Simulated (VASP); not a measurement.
# TePb (rocksalt type) (Fm-3m) in VASP: a series of runs

Runs on TePb (rocksalt type). Level: LDA. Tasks: single point.

Program: VASP 6.6.1. These are calculated values, not measurements. Logs are shortened: lines on timing, memory, paths and dates and some standing lists are left out, and cuts for length are marked.

### Step 1. The cell of the first run

The structure is cubic, space group Fm-3m (No. 225). The conventional cell has a = 5.499 Å, b = 5.499 Å, c = 5.499 Å, α = 90.00°, β = 90.00°, γ = 90.00°. Within 3.6 Å of Pb (site symmetry m-3m) lie 6 Te at 2.75 Å. Te (site symmetry m-3m) has 6 Pb at 2.75 Å within 3.6 Å.

### Step 2. Single point, LDA (20.78 Å³/atom)

Input file INCAR:

```
SYSTEM = TePb
PREC     = Accurate       ! precision mode
ENCUT    = 500            ! plane-wave cutoff, eV
EDIFF    = 1E-6           ! SCF threshold, eV
ISMEAR   = -1             ! smearing method
SIGMA    = 0.08           ! smearing width, eV
LREAL    = .False.        ! projectors in reciprocal space
LASPH    = .True.         ! aspherical terms in the spheres
NELM     = 120            ! most SCF steps
ALGO     = Normal         ! electronic algorithm
ISIF     = 2              ! what is computed and relaxed
LWAVE    = .False.        ! write WAVECAR
LCHARG   = .False.        ! write CHGCAR
GGA      = CA             ! functional
NBANDS   = 17             ! bands
GGA_COMPAT= .False.
```

Input file KPOINTS:

```
Automatic mesh
0
Gamma
  12 12 12
  0 0 0
```

Input file POSCAR:

```
TePb
1.0
    0.0000000000      2.7494555307      2.7494555307
    2.7494555307      0.0000000000      2.7494555307
    2.7494555307      2.7494555307      0.0000000000
Pb Te
1 1
Direct
    0.0000000000      0.0000000000      0.0000000000
    0.5000000000      0.5000000000      0.5000000000
```

Potentials or basis: VASP PAW LDA potentials, release 64 (Pb_d, Te).

Run with:

```console
$ cat potpaw_LDA.64/Pb_d/POTCAR potpaw_LDA.64/Te/POTCAR > POTCAR
$ mpirun -np 1 vasp_std > vasp.out
```

OUTCAR:

```text
SYSTEM = TePb
   PREC = Accurate
   ENCUT = 500
   EDIFF = 1E-6
   ISMEAR = -1
   LREAL = .False.
   LASPH = .True.
   NELM = 120
   ISIF = 2
   GGA = CA

 ion  position               nearest neighbor table
   1  0.000  0.000  0.000-   2 2.75   2 2.75   2 2.75   2 2.75   2 2.75   2 2.75
   2  0.500  0.500  0.500-   1 2.75   1 2.75   1 2.75   1 2.75   1 2.75   1 2.75

  LATTYP: Found a face centered cubic cell.
 ALAT       =     5.4989110614

  Lattice vectors:

 A1 = (   0.0000000000,   2.7494555307,   2.7494555307)
 A2 = (   2.7494555307,   0.0000000000,   2.7494555307)
 A3 = (   2.7494555307,   2.7494555307,   0.0000000000)

Analysis of symmetry for initial positions (statically):
=====================================================================
 Subroutine PRICEL returns:
 Original cell was already a primitive cell.

 Routine SETGRP: Setting up the symmetry group for a
 face centered cubic supercell.

 Subroutine GETGRP returns: Found 48 space group operations
 (whereof 48 operations were pure point group operations)
 out of a pool of 48 trial point group operations.

The static configuration has the point symmetry O_h .

Analysis of symmetry for dynamics (positions and initial velocities):
=====================================================================
 Subroutine PRICEL returns:
 Original cell was already a primitive cell.

 Routine SETGRP: Setting up the symmetry group for a
 face centered cubic supercell.

 Subroutine GETGRP returns: Found 48 space group operations
 (whereof 48 operations were pure point group operations)
 out of a pool of 48 trial point group operations.

The dynamic configuration has the point symmetry O_h .

 Subroutine INISYM returns: Found 48 space group operations
 (whereof 48 operations are pure point group operations),
 and found     1 'primitive' translations

----------------------------------------------------------------------------------------

                                     Primitive cell

  volume of cell :      41.5690

  direct lattice vectors                    reciprocal lattice vectors
     0.000000000  2.749455531  2.749455531    -0.181854187  0.181854187  0.181854187
     2.749455531  0.000000000  2.749455531     0.181854187 -0.181854187  0.181854187
     2.749455531  2.749455531  0.000000000     0.181854187  0.181854187 -0.181854187

  length of vectors
     3.888317301  3.888317301  3.888317301     0.314980691  0.314980691  0.314980691

  position of ions in fractional coordinates (direct lattice)
     0.000000000  0.000000000  0.000000000
[... 77 lines left out ...]
   NELM   =    120;   NELMIN=  2; NELMDL= -5     # of ELM steps
   EDIFF  = 0.1E-05   stopping-criterion for ELM
   LREAL  =      F    real-space projection
   EDIFFG = 0.1E-04   stopping-criterion for IOM
   NSW    =      0    number of steps for IOM
   IBRION =     -1    ionic relax: 0-MD 1-quasi-New 2-CG
   NFREE  =      0    steps in history (QN), initial steepest desc. (CG)
   ISIF   =      2    stress and relaxation
   ISYM   =      2    0-nonsym 1-usesym 2-fastsym
   POTIM  = 0.5000    time-step for ionic-motion
   TEBEG  =    0.0;   TEEND  =   0.0 temperature during run
   PSTRESS=    0.0 pullay stress
   NELECT =      20.0000    total number of electrons
   NUPDOWN=      -1.0000    fix difference up-down
   EMIN   =  10.00;   EMAX   =-10.00  energy-range for DOS
   EFERMI =   0.00;   METHOD = LEGACY
   ISMEAR =    -1;   SIGMA  =   0.08  broadening in eV -4-tet -1-fermi 0-gaus
   EFERMI_NEDOS =   21; number of points for ismear=-14 and -15
   IALGO  =     38    algorithm
   IMIX   =      4    mixing-type and parameters
     AMIX     =   0.40;   BMIX     =  1.00
     AMIX_MAG =   1.60;   BMIX_MAG =  1.00
  volume/ion in A,a.u.               =      20.78       140.26
  Fermi-wavevector in a.u.,A,eV,Ry     =   1.282807  2.424155 22.389678  1.645595
  Thomas-Fermi vector in A             =   2.415097
   LORBIT       =      0    0 simple, 1 ext, 2 COOP (PROOUT), +10 PAW based schemes
   GGA     = CA    functional components
   LHFCALC =     F    Hartree Fock is set to
   AEXX    =    0.0000 exact exchange contribution
   IVDW    =     0    specifies the selected vdW correction
   LEPSILON=     F    determine dielectric tensor
   LRPA    =     F    only Hartree local field effects (RPA)
 non-spin polarized calculation
  energy-cutoff  :      500.00
  volume of cell :       41.57
 maximum number of plane-waves:      1067
   NGX = 15   NGY = 15   NGZ = 15

 number of electron      20.0000004 magnetization

 Free energy of the ion-electron system (eV)
  ---------------------------------------------------
  ext. energy  EPLUGINS =         0.00000000
  ---------------------------------------------------
  free energy    TOTEN  =        -5.87264258 eV

  energy without entropy =       -5.86439126  energy(sigma->0) =       -5.86851692

 E-fermi :  13.2785     XC(G=0): -11.8721

 val. band max:       13.2459744825   @ k =  -0.4167   0.1667   0.0833
 cond. band min:      13.3294340319   @ k =   0.4167   0.0000   0.0000
 fundamental gap:      0.0834595494
 Fermi energy:        13.2785445288

 k-point     1 :       0.0000    0.0000    0.0000
  band No.  band energies     occupation
      1      -4.9982      2.00000
      2      -4.9982      2.00000
      3      -4.9296      2.00000
      4      -4.9296      2.00000
      5      -4.9296      2.00000
      6      -3.9677      2.00000
[... 457 lines left out ...]
      4      -4.8532      2.00000
      5      -4.8193      2.00000
      6      -0.4938      2.00000
[... 9 lines left out ...]
     16      21.7392      0.00000
     17      25.4522      0.00000

 [... further k-points ...]

------------------------ aborting loop because EDIFF is reached ----------------------------------------

  FORCE on cell =-STRESS in cart. coord.  units (eV):
  Direction    XX          YY          ZZ          XY          YZ          ZX
  --------------------------------------------------------------------------------------
  -------------------------------------------------------------------------------------
  Total       15.3832218     15.3832218     15.3832218      0.0000000     -0.0000000     -0.0000000
  in kB      592.9086533    592.9086533    592.9086533      0.0000000     -0.0000000     -0.0000000
  external PRESSURE =     592.9086533 kB  Pullay stress =       0.0000000 kB

 VOLUME and BASIS-vectors are now :
 -----------------------------------------------------------------------------
  energy-cutoff  :      500.00
  volume of cell :       41.57
      direct lattice vectors                 reciprocal lattice vectors
     0.000000000  2.749455531  2.749455531    -0.181854187  0.181854187  0.181854187
     2.749455531  0.000000000  2.749455531     0.181854187 -0.181854187  0.181854187
     2.749455531  2.749455531  0.000000000     0.181854187  0.181854187 -0.181854187

 POSITION                                       TOTAL-FORCE (eV/Angst)
 -----------------------------------------------------------------------------------
      0.00000      0.00000      0.00000         0.000000      0.000000      0.000000
      2.74946      2.74946      2.74946        -0.000000     -0.000000     -0.000000
 -----------------------------------------------------------------------------------
    total drift:                               -0.000000      0.000000      0.000000

  FREE ENERGIE OF THE ION-ELECTRON SYSTEM (eV)
  ---------------------------------------------------
  free  energy   TOTEN  =        -5.8726425763 eV

  energy  without entropy=       -5.8643912604  energy(sigma->0) =       -5.86851692
```

OSZICAR:

```text
N       E                     dE             d eps       ncg     rms          rms(c)
DAV:   1     0.156375491897E+03    0.15638E+03   -0.94431E+03  2464   0.128E+03
DAV:   2     0.345756951455E+01   -0.15292E+03   -0.14759E+03  2608   0.325E+02
DAV:   3    -0.577468814289E+01   -0.92323E+01   -0.91369E+01  3304   0.845E+01
DAV:   4    -0.598389543303E+01   -0.20921E+00   -0.20898E+00  3098   0.128E+01
DAV:   5    -0.599181223093E+01   -0.79168E-02   -0.79163E-02  3673   0.239E+00    0.125E+01
DAV:   6    -0.590452315526E+01    0.87289E-01   -0.63981E-02  3541   0.317E+00    0.766E+00
DAV:   7    -0.587429837065E+01    0.30225E-01   -0.63950E-02  3329   0.224E+00    0.397E-01
DAV:   8    -0.587261485211E+01    0.16835E-02   -0.85048E-03  3327   0.115E+00    0.288E-01
DAV:   9    -0.587265118011E+01   -0.36328E-04   -0.76577E-04  3011   0.156E-01    0.957E-02
DAV:  10    -0.587264259782E+01    0.85823E-05   -0.22843E-05  3067   0.412E-02    0.228E-02
DAV:  11    -0.587264257628E+01    0.21541E-07   -0.36639E-06  3146   0.141E-02
   1 F= -.58726426E+01 E0= -.58685169E+01  d E =-.825132E-02
```

stdout:

```text
POSCAR found type information on POSCAR PbTe
 POSCAR found :  2 types and       2 ions
 scaLAPACK will be used
 LDA part: xc-table for (Slater(with rela. corr.)+CA(PZ))
 , standard interpolation
 POSCAR, INCAR and KPOINTS ok, starting setup
 FFT: planning ... GRIDC
 FFT: planning ... GRID_SOFT
 FFT: planning ... GRID
 WAVECAR not read
 entering main loop
```

Wall time 15 s (1 thread of Intel Xeon 6975P-C (Granite Rapids), shared host); peak memory 0.17 GiB.

Results:

```
Free energy            : -5.8726 eV
Pressure               : 59.3 GPa
Band gap on the k mesh : zero (bands 10 and 11 overlap by 0.50 eV)
```

Caveat: the cell stands under pressure; semilocal functionals underestimate gaps, so a narrow gap can read as zero; spin-orbit coupling is left out, which moves the levels of the heavy elements.

### Step 3. Single point, LDA (23.38 Å³/atom)

This run uses another cell than the first one, of 23.38 Å³/atom.

Input file INCAR:

```
SYSTEM = TePb
  ALGO = Normal
  EDIFF = 1E-6
  ENCUT = 500
  GGA = CA
  GGA_COMPAT = .FALSE.
  ISIF = 2
  ISMEAR = -1
  LASPH = .TRUE.
  LCHARG = .FALSE.
  LREAL = .FALSE.
  LWAVE = .FALSE.
  NBANDS = 17
  NELM = 120
  PREC = Accurate
  SIGMA = 0.08
```

Input file KPOINTS:

```
k-points
0
G
  12 12 12
  0 0 0
```

Input file POSCAR:

```
TePb
1.0
    0.0000000000      2.8595489858      2.8595489858
    2.8595489858      0.0000000000      2.8595489858
    2.8595489858      2.8595489858      0.0000000000
Pb Te
1 1
Direct
    0.0000000000      0.0000000000      0.0000000000
    0.5000000000      0.5000000000      0.5000000000
```

Potentials or basis: VASP PAW LDA potentials, release 64 (Pb_d, Te).

Run with:

```console
$ cat potpaw_LDA.64/Pb_d/POTCAR potpaw_LDA.64/Te/POTCAR > POTCAR
$ mpirun -np 1 vasp_std > vasp.out
```

It took 20 s on 1 thread of Intel Xeon 6975P-C (Granite Rapids), shared host; peak memory 0.18 GiB.

It converged, with:

```
Free energy            : -7.3461 eV
Pressure               : 33.7 GPa
Band gap on the k mesh : 0.07 eV (least direct gap 0.25 eV)
```

Levels at points of the mesh, in eV from the valence-band top:
```tsv
k point	band 6	band 7	band 8	band 9	band 10	band 11	band 12	band 13	band 14	band 15
(0.00, 0.00, 0.00)	-15.83	-4.33	-2.93	-2.93	-2.93	4.26	4.26	4.26	4.88	4.88
(0.50, 0.00, 0.00)	-13.21	-11.31	-2.02	-2.02	-0.18	0.07	0.07	0.35	8.89	8.96
(0.50, 0.50, 0.00)	-12.27	-8.07	-7.92	-5.29	-5.29	1.49	6.84	6.84	8.79	10.68
```

Caveat: the cell stands under pressure; spin-orbit coupling is left out, which moves the levels of the heavy elements.

(Part 1 of 2 ends here.)
